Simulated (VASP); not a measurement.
**Zr3O: single point with PBEsol**

Zr3O:

```
Zr O
1.0
     5.46823    0.00000    0.00000
    -2.73412    4.73563    0.00000
     0.00000    0.00000    5.37691
Zr O
6 2
Direct
  0.32604 0.00000 0.00000
  0.32604 0.32604 0.50000
  0.00000 0.32604 0.00000
  0.67396 0.00000 0.50000
  0.67396 0.67396 0.00000
  0.00000 0.67396 0.50000
  0.33333 0.66667 0.25000
  0.66667 0.33333 0.75000
```

This cell differs from its parent crystal: atoms shifted along a free coordinate, c/a of the conventional cell at fixed volume 0.9833.

```json
{
  "Program": "VASP 6.6.1",
  "Task": "single point",
  "Functional": "PBEsol",
  "Potentials or basis": "VASP PAW PBE potentials, release 64 (Zr_sv, O)",
  "Cutoff": "520 eV",
  "k mesh": "9 × 9 × 8",
  "Occupations": "gaussian, width 0.15 eV",
  "Spin": "no spin polarisation",
  "Dipole correction": "no",
  "Further INCAR settings": "ALGO = Normal; EDIFF = 1e-06; NBANDS = 52"
}
```

* Pressure: -1.0 GPa
* Largest force: 1.141 eV/Å
* Band gap on the k mesh: zero (bands 42 and 43 overlap by 0.39 eV)

Forces on the atoms (eV/Å):
```
Zr   1.141  0.000  0.000
Zr   0.570  0.988  0.000
Zr  -0.570  0.988  0.000
Zr  -1.141  0.000  0.000
Zr  -0.570 -0.988  0.000
Zr   0.570 -0.988  0.000
O    0.000  0.000  0.000
O    0.000  0.000  0.000
```

Stress tensor (GPa, compression positive):
```
 1.40  0.00  0.00
 0.00  1.40  0.00
 0.00  0.00 -5.88
```

Levels at points of the mesh, in eV from the Fermi level:
```
           k point  band 38  band 39  band 40  band 41  band 42  band 43  band 44  band 45  band 46  band 47
(0.00, 0.00, 0.00)    -1.08    -0.71    -0.71    -0.03     0.29     0.70     0.70     0.83     0.83     1.45
(0.00, 0.00, 0.50)    -1.06    -0.33    -0.33    -0.12    -0.12     0.24     0.24     0.31     0.31     1.85
```

It took 15 min on 1 thread of Intel Xeon 8259CL, with other jobs on the host, peak memory 0.47 GiB.

Caveat: the stress differs along the axes, from -6 to 1 GPa; the PAW data sets were made with another functional, which shifts forces and pressure a little.
